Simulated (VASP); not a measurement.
Wanted: the native input for a VASP 6.6.1 run.

```
Task                   : single point
Functional             : r2SCAN
Potentials or basis    : VASP PAW PBE potentials, release 64 (Ni_sv_GW)
Cutoff                 : 650 eV
k mesh                 : 13 × 13 × 13
Occupations            : fermi-dirac, width 0.05 eV
Spin                   : collinear spin, ferromagnetic start
Starting moments       : [1.0] μB
Dipole correction      : no
Second run             : valence_matched
Further INCAR settings : ALGO = Normal; EDIFF = 1e-06; NBANDS = 19
```

The system is Ni.

```
Ni
1.0
     0.00000    1.77165    1.77165
     1.77165    0.00000    1.77165
     1.77165    1.77165    0.00000
Ni
1
Direct
  0.00000 0.00000 0.00000
```

The input as run:

POSCAR

```
Ni
1.0
    0.0000000000      1.7716516424      1.7716516424
    1.7716516424      0.0000000000      1.7716516424
    1.7716516424      1.7716516424      0.0000000000
Ni
1
Direct
    0.0000000000      0.0000000000      0.0000000000
```

INCAR.step1

```
SYSTEM = Ni
PREC = Accurate
ENCUT = 650
ISMEAR = -1
SIGMA = 0.05
LREAL = .False.
LASPH = .True.
NELM = 200
ISPIN = 2
MAGMOM = 1
LMAXMIX = 4
NBANDS = 19
GGA = PE
ALGO = Normal
EDIFF = 1E-5
LWAVE = .True.
LCHARG = .False.
GGA_COMPAT = .False.
```

INCAR.step2

```
SYSTEM = Ni
PREC = Accurate
ENCUT = 650
EDIFF = 1E-6
ISMEAR = -1
SIGMA = 0.05
LREAL = .False.
LASPH = .True.
NELM = 200
ALGO = Normal
ISIF = 2
LWAVE = .False.
LCHARG = .True.
ISPIN = 2
MAGMOM = 1
LORBIT = 11
LMAXMIX = 4
METAGGA = R2SCAN
LMIXTAU = .True.
LELF = .True.
LVHAR = .True.
NBANDS = 19
ISTART = 1
GGA_COMPAT = .False.
```

KPOINTS

```
Automatic mesh
0
Gamma
  13 13 13
  0 0 0
```

Potentials or basis: VASP PAW PBE potentials, release 64 (Ni_sv_GW).

The run is started by

```console
$ cat potpaw_PBE.64/Ni_sv_GW/POTCAR > POTCAR
$ cp INCAR.step1 INCAR
$ mpirun -np 1 vasp_std > vasp.out
$ cp INCAR.step2 INCAR
$ mpirun -np 1 vasp_std > vasp.out
```

It gave:

```json
{
 "Pressure": "-12.9 GPa",
 "Net moment": "0.78 μB per cell",
 "Site moments": "Ni +0.86 μB",
 "Valence electrons inside the program's atomic spheres": "Ni 16.33"
}
```

Caveat: the PAW data sets were made with another functional, which shifts forces and pressure a little.

Wall time 72 s on 1 thread of Intel(R) Xeon(R) 6975P-C (Granite Rapids) (shared host), peak memory 0.19 GiB.
